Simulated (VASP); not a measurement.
# Si (Fd-3m) in VASP: a series of runs, part 2 of 2

VASP 6.6.1.

## Step 7: Relaxation of cell and atoms, LDA

This run uses another cell than the first one, of 19.70 Å³/atom, 0.981 times its volume.

File INCAR:

```
SYSTEM = Si
PREC = Accurate
ENCUT = 600
EDIFF = 1E-6
ISMEAR = 0
SIGMA = 0.01
LREAL = .FALSE.
LASPH = .TRUE.
NELM = 100
ALGO = Normal
ISIF = 3
LWAVE = .FALSE.
LCHARG = .FALSE.
IBRION = 2
NSW = 80
EDIFFG = -0.001
```

File KPOINTS:

```
Automatic mesh
0
G
  12 12 12
  0 0 0
```

File POSCAR:

```
Si
1.0
    0.0000000000      2.7008305081      2.7008305081
    2.7008305081      0.0000000000      2.7008305081
    2.7008305081      2.7008305081      0.0000000000
Si
2
Direct
    0.5000000000      0.5000000000      0.5000000000
    0.7500000000      0.7500000000      0.7500000000
```

Potentials or basis: VASP PAW LDA potentials, release 64 (Si).

The run is started by

```console
$ cat potpaw_LDA.64/Si/POTCAR > POTCAR
$ mpirun -np 1 vasp_std > vasp.out
```

OUTCAR:

```text
SYSTEM = Si
   PREC = Accurate
   ENCUT = 600
   EDIFF = 1E-6
   ISMEAR = 0
   LREAL = .FALSE.
   LASPH = .TRUE.
   NELM = 100
   ISIF = 3
   IBRION = 2
   NSW = 80
   EDIFFG = -0.001

 ion  position               nearest neighbor table
   1  0.500  0.500  0.500-   2 2.34   2 2.34   2 2.34   2 2.34
   2  0.750  0.750  0.750-   1 2.34   1 2.34   1 2.34   1 2.34

  LATTYP: Found a face centered cubic cell.
 ALAT       =     5.4016610162

  Lattice vectors:

 A1 = (   0.0000000000,   2.7008305081,   2.7008305081)
 A2 = (   2.7008305081,   0.0000000000,   2.7008305081)
 A3 = (   2.7008305081,   2.7008305081,   0.0000000000)

Analysis of symmetry for initial positions (statically):
=====================================================================
 Subroutine PRICEL returns:
 Original cell was already a primitive cell.

 Routine SETGRP: Setting up the symmetry group for a
 face centered cubic supercell.

 Subroutine GETGRP returns: Found 48 space group operations
 (whereof 24 operations were pure point group operations)
 out of a pool of 48 trial point group operations.

The static configuration has the point symmetry T_d .
 The point group associated with its full space group is O_h .

Analysis of symmetry for dynamics (positions and initial velocities):
=====================================================================
[... 170 lines left out ...]
  external PRESSURE =       0.7061120 kB  Pullay stress =       0.0000000 kB
[... 59 lines left out ...]
--------------------------------------- Ionic step        3  -------------------------------------------

 number of electron       7.9999999 magnetization

 Free energy of the ion-electron system (eV)
  ---------------------------------------------------
  ext. energy  EPLUGINS =         0.00000000
  ---------------------------------------------------
  free energy    TOTEN  =       -11.91994824 eV

  energy without entropy =      -11.91994824  energy(sigma->0) =      -11.91994824

 E-fermi :   6.0127     XC(G=0):  -9.6636

 val. band max:        5.9271597888   @ k =   0.0000   0.0000   0.0000
 cond. band min:       6.3703206049   @ k =   0.4167   0.4167   0.0000
 fundamental gap:      0.4431608161
 Fermi energy:         6.0126678986

 k-point     1 :       0.0000    0.0000    0.0000
  band No.  band energies     occupation
      1      -6.1354      2.00000
      2       5.9272      2.00000
      3       5.9272      2.00000
      4       5.9272      2.00000
      5       8.4580      0.00000
      6       8.4580      0.00000
      7       8.4580      0.00000
      8       9.3130      0.00000
[... 243 lines left out ...]
 k-point    24 :      -0.4167    0.1667    0.0000
  band No.  band energies     occupation
      1      -3.4824      2.00000
      2      -0.9151      2.00000
      3       2.8832      2.00000
      4       4.3153      2.00000
      5       8.0354      0.00000
      6       9.9448      0.00000
      7      10.2841      0.00000
      8      13.8586      0.00000

 [... further k-points ...]

------------------------ aborting loop because EDIFF is reached ----------------------------------------

  FORCE on cell =-STRESS in cart. coord.  units (eV):
  Direction    XX          YY          ZZ          XY          YZ          ZX
  --------------------------------------------------------------------------------------
  -------------------------------------------------------------------------------------
  Total       -0.0002215     -0.0002215     -0.0002215      0.0000000      0.0000000      0.0000000
  in kB       -0.0089998     -0.0089998     -0.0089998      0.0000000      0.0000000      0.0000000
  external PRESSURE =      -0.0089998 kB  Pullay stress =       0.0000000 kB
[... 17 lines left out ...]
  FREE ENERGIE OF THE ION-ELECTRON SYSTEM (eV)
  ---------------------------------------------------
  free  energy   TOTEN  =       -11.9199482381 eV

  energy  without entropy=      -11.9199482381  energy(sigma->0) =      -11.91994824

 reached required accuracy - stopping structural energy minimisation
```

Wall time 47 s (1 thread of AMD EPYC 7R43 (Zen 3), shared host); peak memory 0.12 GiB.

What came out:

```
Free energy                            : -11.9199 eV
Relaxed volume                         : 19.72 Å³/atom
Relaxed cell                           : a = 3.820 Å, b = 3.820 Å, c = 3.820 Å, α = 60.00°, β = 60.00°, γ = 60.00°
Space group after relaxing (to 0.05 Å) : Fd-3m (No. 227)
Energy gained by relaxing              : 0.0 meV/atom
Ionic steps                            : 3
Pressure after relaxing                : 0.0 GPa
Band gap on the k mesh                 : 0.44 eV, indirect (least direct gap 2.53 eV)
```

Final structure:
```yaml
crystal:
  lattice:
    - [0.00000, 2.70148, 2.70148]
    - [2.70148, 0.00000, 2.70148]
    - [2.70148, 2.70148, 0.00000]
  atoms:
    - { symbol: Si, position: [0.50000, 0.50000, 0.50000] }
    - { symbol: Si, position: [0.75000, 0.75000, 0.75000] }
```

Levels at points of the mesh, in eV from the valence-band top:
```tsv
k point	band 1	band 2	band 3	band 4	band 5	band 6	band 7	band 8
(0.00, 0.00, 0.00)	-12.06	0.00	0.00	0.00	2.53	2.53	2.53	3.39
(0.50, 0.00, 0.00)	-9.69	-7.06	-1.21	-1.21	1.48	3.29	3.29	7.54
(0.50, 0.50, 0.00)	-7.86	-7.86	-2.89	-2.89	0.58	0.58	10.11	10.11
```

A k mesh can miss the band edges.

## Step 8: The runs side by side

| task | cell | k mesh | cutoff (eV) | smearing | gap on the mesh (eV) | pressure (GPa) | relaxed volume (Å³/atom) |
| --- | --- | --- | --- | --- | --- | --- | --- |
| single point | a = 3.845 Å, angles 60.0°, 2 atoms | 6 × 6 × 6 | 520 | gaussian 0.1 eV | 0.60 | -1.7 | - |
| single point | a = 3.820 Å, angles 60.0°, 2 atoms | 8 × 8 × 8 | 520 | gaussian 0.02 eV | 0.49 | 0.1 | - |
| single point | a = 3.820 Å, angles 60.0°, 2 atoms | 10 × 10 × 10 | 520 | gaussian 0.02 eV | 0.45 | 0.1 | - |
| relaxation of cell and atoms | relaxed from a = 3.845 Å, angles 60.0°, 2 atoms | 8 × 8 × 8 | 600 | gaussian 0.02 eV | 0.49 | 0.0 | 19.72 |
| relaxation of cell and atoms | relaxed from a = 3.820 Å, angles 60.0°, 2 atoms | 10 × 10 × 10 | 600 | gaussian 0.02 eV | 0.45 | 0.0 | 19.72 |
| relaxation of cell and atoms | relaxed from a = 3.820 Å, angles 60.0°, 2 atoms | 12 × 12 × 12 | 600 | gaussian 0.01 eV | 0.44 | 0.0 | 19.72 |

Alike in all rows: level LDA; potentials or basis VASP PAW LDA potentials, release 64 (Si); no spin polarisation.

Total energies depend on the potentials used, so only differences within one code and one set of settings carry meaning.
